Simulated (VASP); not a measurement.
Input of a VASP 6.6.1 run:

Contents of INCAR:

```
PREC = Accurate
ENCUT = 1000
EDIFF = 1E-6
ISMEAR = -1
SIGMA = 0.05
LREAL = Auto
LASPH = T
NELM = 120
ALGO = Normal
ISIF = 2
LWAVE = F
LCHARG = T
GGA = PE
IVDW = 12
LELF = T
LVHAR = T
NBANDS = 89
GGA_COMPAT = F
```

File KPOINTS:

```
regular mesh
0
Gamma
  1 1 1
```

File POSCAR:

```
H8C5S3O3
1.0
    9.0856030000      0.0000000000      0.0000000000
    0.0000000000      9.0856030000      0.0000000000
    0.0000000000      0.0000000000      9.0856030000
C H O S
10 16 6 6
Direct
    0.6324951685      0.7849341425      0.0070771307
    0.2755458278      0.3184158498      0.6913355118
    0.1607268114      0.8176012093      0.2610063416
    0.9289972278      0.1346195734      0.3607465569
    0.8870407391      0.4776237747      0.9504487484
    0.0245003001      0.0365853538      0.8087630507
    0.2848682691      0.7096502015      0.7496255339
    0.8893630946      0.6493239909      0.5268885290
    0.6004444614      0.1793827003      0.8747135441
    0.5090691284      0.4853612908      0.3407038586
    0.7391143989      0.8470764131     -0.0144514349
    0.6177795794      0.7592781679      0.1209275818
    0.6612769675      0.6814627494     -0.0523355467
    0.5412519125      0.8445559420     -0.0465131483
    0.3819229169      0.3722262573      0.6928323855
    0.2142620583      0.3358500256      0.7948179114
    0.2927378623      0.2006361053      0.6761136272
    0.2150985466      0.3698598761      0.6028988940
    0.1232829566      0.8570152141      0.3685280988
    0.0672052257      0.7955773546      0.1894095527
    0.2522562344      0.7303422789      0.2670598748
    0.2217574332      0.9034072917      0.2077902810
    0.8274189396      0.1545301946      0.3050650573
    1.0195580855      0.1366777747      0.2709671554
    0.9180348294      0.0334044972      0.4234171359
    0.9362614677      0.2277889536      0.4306483565
    0.8517871626      0.4588248023      0.8292570124
    0.0388306643      0.0190521202      0.6828165395
    0.3536694262      0.7081753407      0.6375361107
    0.9804522606      0.5608103282      0.4997466871
    0.6428302007      0.1441401303      0.7543252770
    0.4381107121      0.5760101999      0.2760191041
    0.9197958572      0.4965548242      1.1197715771
   -0.0025975161      0.0705071529      0.9776676353
    0.1968719082      0.7017696019      0.8938427092
    0.7656398810      0.7610612086      0.5614156815
    0.5636499856      0.2316191892      1.0288915331
    0.5987714850      0.3687592337      0.4263998768
```

Potentials or basis: VASP PAW PBE potentials, release 64 (C_h, H_h, O_h, S).

Run with:

```sh
$ cat potpaw_PBE.64/C_h/POTCAR potpaw_PBE.64/H_h/POTCAR potpaw_PBE.64/O_h/POTCAR potpaw_PBE.64/S/POTCAR > POTCAR
$ mpirun -np 1 vasp_gam > vasp.out
```

Q: Estimate the dispersion energy per atom.

A: -0.052 eV.

Q: Estimate the band gap on the k mesh.

A: 4.88 eV.

Stress tensor (GPa, compression positive):
```
-0.80  0.59  0.66
 0.59 -0.05  0.27
 0.66  0.27 -0.38
```

Caveat: the k points lie up to 0.69 Å⁻¹ apart.
